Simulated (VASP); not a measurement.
Crystal: Au.

```
Au
1.0
     1.43178   -2.47997    0.00000
     1.43178    2.47997    0.00000
     0.00000    0.00000    4.79832
Au
2
Cartesian
  1.4318 -0.8266 1.1996
  1.4318 0.8266 3.5987
```

Base run:

| Property | Result |
| --- | --- |
| Program | VASP 6.6.1 |
| Functional | PBEsol |
| Potentials or basis | VASP PAW PBE potentials, release 64 (Au) |
| Cutoff | 520 eV |
| k mesh | 16 × 16 × 10 |
| Occupations | fermi-dirac, width 0.15 eV |
| Spin | no spin polarisation |

Its results: band gap on the k mesh zero (band 11 reaches 13.01 eV, above the bottom of band 12 at 6.64 eV); pressure -0.3 GPa.

Problem. The run is repeated on the same cell with these changes: potentials or basis from VASP PAW PBE potentials, release 64 (Au) to VASP PAW PBE potentials, release 64 (Au_sv_GW); cutoff from 520 eV to 400 eV; further incar settings from ALGO = Fast; EDIFF = 1e-08; NBANDS = 18 to ALGO = Normal; EDIFF = 1e-08; NBANDS = 26; valence electrons from 22 to 38. What comes out?

Solution. Band gap on the k mesh zero (band 19 reaches 12.37 eV, above the bottom of band 20 at 5.97 eV); pressure -4.1 GPa.

Caveats: the PAW data sets were made with another functional, which shifts forces and pressure a little; spin-orbit coupling is left out, which moves the levels of the heavy elements.
